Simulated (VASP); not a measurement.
# SnTe (R3m) in VASP: a series of runs

SnTe is run at these levels: PBE; tasks: single point.

All numbers are computed with VASP 6.6.1; they aren't measurements. Logs are shortened: lines on timing, memory, paths and dates and some standing lists are left out, and cuts for length are marked.

## Step 1: The cell of the first run

It takes space group R3m (No. 160, trigonal). The conventional cell has a = 6.434 Å, b = 6.434 Å, c = 7.880 Å, α = 90.00°, β = 90.00°, γ = 120.00°. Sn (site symmetry 3m) has 1 Te at 1.97 Å within 2.6 Å. Within 2.6 Å of Te (site symmetry 3m) lie 1 Sn at 1.97 Å.

## Step 2: Single point, PBE

Contents of INCAR:

```
SYSTEM = SnTe
PREC = Accurate ; ENCUT = 520
EDIFF = 1E-7 ; ISMEAR = 0
SIGMA = 0.03 ; LREAL = .False.
LASPH = .True. ; NELM = 60
ALGO = Normal ; ISIF = 2
LWAVE = .False. ; LCHARG = .False.
GGA = PE ; NBANDS = 17
```

Contents of KPOINTS:

```
Automatic mesh
0
Gamma
  10 10 10
  0 0 0
```

Contents of POSCAR:

```
SnTe
1.0
   -1.5165862865      3.0331725731      3.0331725731
    3.0331725731     -1.5165862865      3.0331725731
    3.0331725731      3.0331725731     -1.5165862865
Sn Te
1 1
Direct
    0.0000000000      0.0000000000      0.0000000000
    0.7500000000      0.7500000000      0.7500000000
```

Potentials or basis: VASP PAW PBE potentials, release 64 (Sn_d, Te).

Command:

```sh
cat potpaw_PBE.64/Sn_d/POTCAR potpaw_PBE.64/Te/POTCAR > POTCAR
mpirun -np 1 vasp_std > vasp.out
```

OUTCAR:

```text
SYSTEM = SnTe
   PREC = Accurate
   ENCUT = 520
   EDIFF = 1E-7
   ISMEAR = 0
   LREAL = .False.
   LASPH = .True.
   NELM = 60
   ISIF = 2
   GGA = PE

 ion  position               nearest neighbor table
   1  0.000  0.000  0.000-   2 1.97
   2  0.750  0.750  0.750-   1 1.97

  LATTYP: Found a simple cubic cell.
 ALAT       =     4.5497588596

  Lattice vectors:

 A1 = (  -1.5165862865,   3.0331725731,   3.0331725731)
 A2 = (   3.0331725731,  -1.5165862865,   3.0331725731)
 A3 = (   3.0331725731,   3.0331725731,  -1.5165862865)

Analysis of symmetry for initial positions (statically):
=====================================================================
 Subroutine PRICEL returns:
 Original cell was already a primitive cell.

 Routine SETGRP: Setting up the symmetry group for a
 simple cubic supercell.

 Subroutine GETGRP returns: Found  6 space group operations
 (whereof  6 operations were pure point group operations)
 out of a pool of 48 trial point group operations.

The static configuration has the point symmetry C_3v.

Analysis of symmetry for dynamics (positions and initial velocities):
=====================================================================
 Subroutine PRICEL returns:
 Original cell was already a primitive cell.

 Routine SETGRP: Setting up the symmetry group for a
 simple cubic supercell.

 Subroutine GETGRP returns: Found  6 space group operations
 (whereof  6 operations were pure point group operations)
 out of a pool of 48 trial point group operations.

The dynamic configuration has the point symmetry C_3v.

 Subroutine INISYM returns: Found  6 space group operations
 (whereof  6 operations are pure point group operations),
 and found     1 'primitive' translations

----------------------------------------------------------------------------------------

                                     Primitive cell

  volume of cell :      94.1814

  direct lattice vectors                    reciprocal lattice vectors
    -1.516586286  3.033172573  3.033172573    -0.073263956  0.146527912  0.146527912
     3.033172573 -1.516586286  3.033172573     0.146527912 -0.073263956  0.146527912
     3.033172573  3.033172573 -1.516586286     0.146527912  0.146527912 -0.073263956

  length of vectors
     4.549758860  4.549758860  4.549758860     0.219791868  0.219791868  0.219791868

  position of ions in fractional coordinates (direct lattice)
     0.000000000  0.000000000  0.000000000
     0.750000000  0.750000000  0.750000000

  ion indices of the primitive-cell ions
   primitive index   ion index
                 1           1
                 2           2

----------------------------------------------------------------------------------------

 KPOINTS: Automatic mesh

Automatic generation of k-mesh.
 Grid dimensions read from file:
 generate k-points for:   10   10   10

 Generating k-lattice:

  Cartesian coordinates                     Fractional coordinates (reciprocal lattice)
    -0.007326396  0.014652791  0.014652791     0.100000000  0.000000000  0.000000000
     0.014652791 -0.007326396  0.014652791     0.000000000  0.100000000  0.000000000
     0.014652791  0.014652791 -0.007326396     0.000000000  0.000000000  0.100000000

  Length of vectors
     0.021979187  0.021979187  0.021979187

  Shift w.r.t. Gamma in fractional coordinates (k-lattice)
     0.000000000  0.000000000  0.000000000

 Subroutine IBZKPT returns following result:
 ===========================================

 Found    116 irreducible k-points:

 Following reciprocal coordinates:
            Coordinates               Weight
  0.000000  0.000000  0.000000      1.000000
  0.100000  0.000000  0.000000      6.000000
  0.200000  0.000000  0.000000      6.000000
  0.300000  0.000000  0.000000      6.000000
  0.400000  0.000000  0.000000      6.000000
  0.500000  0.000000  0.000000      3.000000
[... 16 lines left out ...]
  0.300000  0.300000  0.000000      6.000000
 -0.300000  0.300000  0.000000      6.000000
 [... further k-points ...]
   k-points           NKPTS =    116   k-points in BZ     NKDIM =    116   number of bands    NBANDS=     17
   number of dos      NEDOS =    301   number of ions     NIONS =      2
   total plane-waves  NPLWV =  46656
   dimension x,y,z NGX =    36 NGY =   36 NGZ =   36
   dimension x,y,z NGXF=    72 NGYF=   72 NGZF=   72
   ions per type =               1   1
   NGX,Y,Z   is equivalent  to a cutoff of  13.15, 13.15, 13.15 a.u.
   NGXF,Y,Z  is equivalent  to a cutoff of  26.31, 26.31, 26.31 a.u.
 SYSTEM =  SnTe
   PREC   = accura    normal or accurate (medium, high low for compatibility)
   ISTART =      0    job   : 0-new  1-cont  2-samecut
   ICHARG =      2    charge: 1-file 2-atom 10-const
   ISPIN  =      1    spin polarized calculation?
   LNONCOLLINEAR =      F non collinear calculations
   LSORBIT =      F    spin-orbit coupling
   LASPH  =      T    aspherical Exc in radial PAW
   ENCUT  =  520.0 eV  38.22 Ry    6.18 a.u.   8.46  8.46  8.46*2*pi/ulx,y,z
   NELM   =     60;   NELMIN=  2; NELMDL= -5     # of ELM steps
   EDIFF  = 0.1E-06   stopping-criterion for ELM
   LREAL  =      F    real-space projection
   EDIFFG = 0.1E-05   stopping-criterion for IOM
   NSW    =      0    number of steps for IOM
   IBRION =     -1    ionic relax: 0-MD 1-quasi-New 2-CG
   NFREE  =      0    steps in history (QN), initial steepest desc. (CG)
   ISIF   =      2    stress and relaxation
   ISYM   =      2    0-nonsym 1-usesym 2-fastsym
   POTIM  = 0.5000    time-step for ionic-motion
   TEBEG  =    0.0;   TEEND  =   0.0 temperature during run
   PSTRESS=    0.0 pullay stress
   NELECT =      20.0000    total number of electrons
   NUPDOWN=      -1.0000    fix difference up-down
   EMIN   =  10.00;   EMAX   =-10.00  energy-range for DOS
   EFERMI =   0.00;   METHOD = LEGACY
   ISMEAR =     0;   SIGMA  =   0.03  broadening in eV -4-tet -1-fermi 0-gaus
   EFERMI_NEDOS =   21; number of points for ismear=-14 and -15
   IALGO  =     38    algorithm
   IMIX   =      4    mixing-type and parameters
     AMIX     =   0.40;   BMIX     =  1.00
     AMIX_MAG =   1.60;   BMIX_MAG =  1.00
  volume/ion in A,a.u.               =      47.09       317.78
  Fermi-wavevector in a.u.,A,eV,Ry     =   0.976704  1.845704 12.979296  0.953951
  Thomas-Fermi vector in A             =   2.107344
   LORBIT       =      0    0 simple, 1 ext, 2 COOP (PROOUT), +10 PAW based schemes
   GGA     = PE    functional components
   LHFCALC =     F    Hartree Fock is set to
   AEXX    =    0.0000 exact exchange contribution
   IVDW    =     0    specifies the selected vdW correction
   LEPSILON=     F    determine dielectric tensor
   LRPA    =     F    only Hartree local field effects (RPA)
 non-spin polarized calculation
 Gauss-broadening in eV      SIGMA  =   0.03
  energy-cutoff  :      520.00
  volume of cell :       94.18
 maximum number of plane-waves:      2560
 NGX is ok and might be reduce to    36

 number of electron      20.0000015 magnetization

 Free energy of the ion-electron system (eV)
  ---------------------------------------------------
  ext. energy  EPLUGINS =         0.00000000
  ---------------------------------------------------
  free energy    TOTEN  =        -0.32838899 eV

  energy without entropy =       -0.32838899  energy(sigma->0) =       -0.32838899

 E-fermi :   2.3256     XC(G=0):  -7.2763

 val. band max:        2.1708975456   @ k =  -0.2000   0.2000   0.2000
 cond. band min:       3.6618450244   @ k =   0.0000   0.0000   0.0000
 fundamental gap:      1.4909474788
 Fermi energy:         2.3255856496

 k-point     1 :       0.0000    0.0000    0.0000
  band No.  band energies     occupation
      1     -19.8709      2.00000
      2     -19.2779      2.00000
      3     -19.2779      2.00000
      4     -19.0499      2.00000
      5     -19.0499      2.00000
      6     -10.1613      2.00000
[... 9 lines left out ...]
     16      10.8023      0.00000
     17      11.2761      0.00000

 k-point     2 :       0.1000    0.0000    0.0000
  band No.  band energies     occupation
      1     -19.8713      2.00000
      2     -19.2779      2.00000
      3     -19.2775      2.00000
      4     -19.0500      2.00000
      5     -19.0498      2.00000
      6     -10.1413      2.00000
[... 9 lines left out ...]
     16      10.7726      0.00000
     17      10.9636      0.00000

 k-point     3 :       0.2000    0.0000    0.0000
  band No.  band energies     occupation
      1     -19.8721      2.00000
      2     -19.2780      2.00000
      3     -19.2763      2.00000
      4     -19.0503      2.00000
      5     -19.0494      2.00000
      6     -10.0876      2.00000
[... 9 lines left out ...]
     16      10.3757      0.00000
     17      10.8477      0.00000

 k-point     4 :       0.3000    0.0000    0.0000
  band No.  band energies     occupation
      1     -19.8731      2.00000
      2     -19.2781      2.00000
      3     -19.2749      2.00000
      4     -19.0505      2.00000
      5     -19.0489      2.00000
      6     -10.0184      2.00000
[... 9 lines left out ...]
     16       9.7556      0.00000
     17      11.0343      0.00000

 k-point     5 :       0.4000    0.0000    0.0000
  band No.  band energies     occupation
      1     -19.8739      2.00000
      2     -19.2782      2.00000
      3     -19.2738      2.00000
      4     -19.0508      2.00000
      5     -19.0485      2.00000
      6      -9.9599      2.00000
[... 9 lines left out ...]
     16      10.0838      0.00000
     17      11.3484      0.00000

 k-point     6 :       0.5000    0.0000    0.0000
  band No.  band energies     occupation
      1     -19.8742      2.00000
      2     -19.2782      2.00000
      3     -19.2734      2.00000
      4     -19.0509      2.00000
      5     -19.0483      2.00000
      6      -9.9369      2.00000
[... 9 lines left out ...]
     16      10.5170      0.00000
     17      11.8303      0.00000
[... 281 lines left out ...]
 k-point    21 :      -0.2000    0.4000   -0.0000
  band No.  band energies     occupation
      1     -19.8750      2.00000
      2     -19.2772      2.00000
      3     -19.2734      2.00000
      4     -19.0505      2.00000
      5     -19.0484      2.00000
      6      -9.8893      2.00000
[... 9 lines left out ...]
     16      10.4259      0.00000
     17      10.9081      0.00000

 k-point    22 :       0.5000    0.2000   -0.0000
  band No.  band energies     occupation
      1     -19.8753      2.00000
      2     -19.2772      2.00000
      3     -19.2730      2.00000
      4     -19.0506      2.00000
      5     -19.0483      2.00000
      6      -9.8663      2.00000
[... 9 lines left out ...]
     16      10.4853      0.00000
     17      11.2059      0.00000

 k-point    23 :       0.3000    0.3000    0.0000
  band No.  band energies     occupation
      1     -19.8752      2.00000
      2     -19.2768      2.00000
      3     -19.2736      2.00000
      4     -19.0503      2.00000
      5     -19.0486      2.00000
      6      -9.8787      2.00000
[... 9 lines left out ...]
     16       9.8941      0.00000
     17      10.6830      0.00000

 k-point    24 :      -0.3000    0.3000    0.0000
  band No.  band energies     occupation
      1     -19.8753      2.00000
      2     -19.2768      2.00000
      3     -19.2736      2.00000
      4     -19.0503      2.00000
      5     -19.0486      2.00000
      6      -9.8800      2.00000
[... 9 lines left out ...]
     16       9.9820      0.00000
     17      10.3648      0.00000

 [... further k-points ...]
[... 5 lines left out ...]
  --------------------------------------------------------------------------------------
  -------------------------------------------------------------------------------------
  Total       18.4715107     18.4715107     18.4715107     17.8288237     17.8288237     17.8288237
  in kB      314.2301550    314.2301550    314.2301550    303.2970143    303.2970143    303.2970143
  external PRESSURE =     314.2301550 kB  Pullay stress =       0.0000000 kB

 VOLUME and BASIS-vectors are now :
 -----------------------------------------------------------------------------
  energy-cutoff  :      520.00
  volume of cell :       94.18
      direct lattice vectors                 reciprocal lattice vectors
    -1.516586286  3.033172573  3.033172573    -0.073263956  0.146527912  0.146527912
     3.033172573 -1.516586286  3.033172573     0.146527912 -0.073263956  0.146527912
     3.033172573  3.033172573 -1.516586286     0.146527912  0.146527912 -0.073263956

 POSITION                                       TOTAL-FORCE (eV/Angst)
 -----------------------------------------------------------------------------------
      0.00000      0.00000      0.00000        15.812768     15.812768     15.812768
      3.41232      3.41232      3.41232       -15.812768    -15.812768    -15.812768
 -----------------------------------------------------------------------------------
    total drift:                                0.000630      0.000630      0.000630

  FREE ENERGIE OF THE ION-ELECTRON SYSTEM (eV)
  ---------------------------------------------------
  free  energy   TOTEN  =        -0.3283889892 eV

  energy  without entropy=       -0.3283889892  energy(sigma->0) =       -0.32838899
```

Run time: 54 s. Hardware: 1 thread of Intel Xeon 6975P-C (Granite Rapids), shared host; peak memory 0.34 GiB.

What came out:

```yaml
Free_energy: -0.3284 eV
Pressure: 31.4 GPa
Largest_force: 27.389 eV/Å
Band_gap_on_the_k_mesh: 1.49 eV, indirect (least direct gap 2.03 eV)
```

Forces on the atoms (eV/Å):
```
Sn   15.813  15.813  15.813
Te  -15.813 -15.813 -15.813
```

Stress tensor (GPa, compression positive):
```
31.42 30.33 30.33
30.33 31.42 30.33
30.33 30.33 31.42
```

Levels at points of the mesh, in eV from the valence-band top:
```csv
k point,band 7,band 8,band 9,band 10,band 11,band 12,band 13,band 14
"(0.00, 0.00, 0.00)",-4.48,-1.36,-1.36,-1.22,1.49,1.49,6.55,8.54
"(0.50, 0.00, 0.00)",-5.41,-2.35,-1.16,-0.47,1.86,2.83,5.52,6.49
"(0.50, 0.50, 0.00)",-5.55,-3.36,-1.46,-0.50,1.65,4.25,5.83,6.58
"(0.50, 0.50, 0.50)",-5.57,-2.99,-2.99,-0.76,2.24,2.24,5.15,8.77
```

Caveat: spin-orbit coupling is left out, which moves the levels of the heavy elements; forces of over 1 eV/Å act on the atoms, so gaps and moduli don't describe the material at rest.

## Step 3: Single point, PBE

This run uses another cell than the first one, of the same volume but with other edges.

Contents of INCAR:

```
PREC = Accurate
ENCUT = 520
EDIFF = 1E-6
ISMEAR = 0
SIGMA = 0.03
LREAL = False
LASPH = True
NELM = 100
ALGO = Normal
ISIF = 2
LWAVE = False
LCHARG = True
GGA = PE
LELF = True
LVHAR = True
NBANDS = 17
```

Contents of KPOINTS:

```
Automatic mesh
0
Gamma
  10 10 10
```

Contents of POSCAR:

```
SnTe
1.0
    1.9107789864      4.7769474660      4.7769474660
    4.7769474660      1.9107789864      4.7769474660
    4.7769474660      4.7769474660      1.9107789864
Sn Te
1 1
Direct
    0.0000000000      0.0000000000      0.0000000000
    0.7500000000      0.7500000000      0.7500000000
```

Potentials or basis: VASP PAW PBE potentials, release 64 (Sn_d, Te).

Command:

```sh
cat potpaw_PBE.64/Sn_d/POTCAR potpaw_PBE.64/Te/POTCAR > POTCAR
mpirun -np 1 vasp_std > vasp.out
```

It took 3.6 min on 1 thread of Intel Xeon 6975P-C (Granite Rapids), shared host; peak memory 0.5 GiB.

Results (log left out):

| Item | Value |
| --- | --- |
| Free energy | -7.2697 eV |
| Pressure | 2.4 GPa |
| Largest force | 0.749 eV/Å |
| Band gap on the k mesh | 1.51 eV, indirect (least direct gap 1.99 eV) |

Forces on the atoms (eV/Å):
```
Sn  -0.432 -0.432 -0.432
Te   0.432  0.432  0.432
```

Stress tensor (GPa, compression positive):
```
 2.39 -0.16 -0.16
-0.16  2.39 -0.16
-0.16 -0.16  2.39
```

Levels at points of the mesh, in eV from the valence-band top:
```
           k point  band 6  band 7  band 8  band 9  band 10  band 11  band 12  band 13  band 14  band 15
(0.00, 0.00, 0.00)  -11.81   -5.72   -0.97   -0.18    -0.18     2.41     3.71     3.71     6.40     7.88
(0.50, 0.00, 0.00)  -10.42   -6.64   -2.80   -1.53    -1.32     2.01     2.90     4.08     5.02     7.23
(0.50, 0.50, 0.00)  -10.41   -6.65   -2.90   -1.55    -1.15     1.82     2.93     4.23     5.70     7.98
(0.50, 0.50, 0.50)  -11.80   -5.89   -0.19   -0.19    -0.12     1.96     3.75     3.75     5.13     7.72
```

Caveat: spin-orbit coupling is left out, which moves the levels of the heavy elements.

## Step 4: Single point, PBE

This run uses another cell than the first one, of the same volume but with other edges.

Contents of INCAR:

```
SYSTEM = SnTe
PREC = Accurate
ENCUT = 520
EDIFF = 1E-7
ISMEAR = 0
SIGMA = 0.03
LREAL = .False.
LASPH = .True.
NELM = 100
ALGO = Normal
ISIF = 2
LWAVE = .False.
LCHARG = .True.
GGA = PE
LELF = .True.
LVHAR = .True.
NBANDS = 17
```

Contents of KPOINTS:

```
regular mesh
0
Gamma
  10 10 10
  0 0 0
```

Contents of POSCAR:

```
SnTe
1.0
   -0.7825864728      3.2652745934      3.2652745934
    3.2652745934     -0.7825864728      3.2652745934
    3.2652745934      3.2652745934     -0.7825864728
Sn Te
1 1
Direct
    0.0000000000      0.0000000000      0.0000000000
    0.7500000000      0.7500000000      0.7500000000
```

Command:

```sh
cat potpaw_PBE.64/Sn_d/POTCAR potpaw_PBE.64/Te/POTCAR > POTCAR
mpirun -np 1 vasp_std > vasp.out
```

Wall time 66 s (1 thread of Intel Xeon 6975P-C (Granite Rapids), shared host); peak memory 0.34 GiB.

Results (log left out):

```
Free energy            : -6.4392 eV
Pressure               : 4.4 GPa
Largest force          : 3.803 eV/Å
Band gap on the k mesh : 0.64 eV, indirect (least direct gap 1.13 eV)
```

Forces in eV/Å, atoms in the order of the input:
```
Sn   2.195  2.195  2.195
Te  -2.195 -2.195 -2.195
```

Stress tensor (GPa, compression positive):
```
4.42 5.02 5.02
5.02 4.42 5.02
5.02 5.02 4.42
```

Levels at points of the mesh, in eV from the valence-band top:
```csv
k point,band 6,band 7,band 8,band 9,band 10,band 11,band 12,band 13,band 14,band 15
"(0.00, 0.00, 0.00)",-11.61,-4.90,-1.87,-1.25,-1.25,0.72,0.72,4.35,5.20,7.57
"(0.50, 0.00, 0.00)",-11.24,-6.27,-2.27,-1.45,-1.28,1.15,2.98,4.17,6.29,6.46
"(0.50, 0.50, 0.00)",-10.91,-6.76,-3.11,-2.11,-0.50,0.64,4.08,4.13,5.84,7.88
"(0.50, 0.50, 0.50)",-10.64,-7.03,-2.64,-2.64,-1.86,2.03,2.03,4.79,6.80,7.90
```

Caveat: spin-orbit coupling is left out, which moves the levels of the heavy elements; forces of over 1 eV/Å act on the atoms, so gaps and moduli don't describe the material at rest.

[end of part 1 of 2]
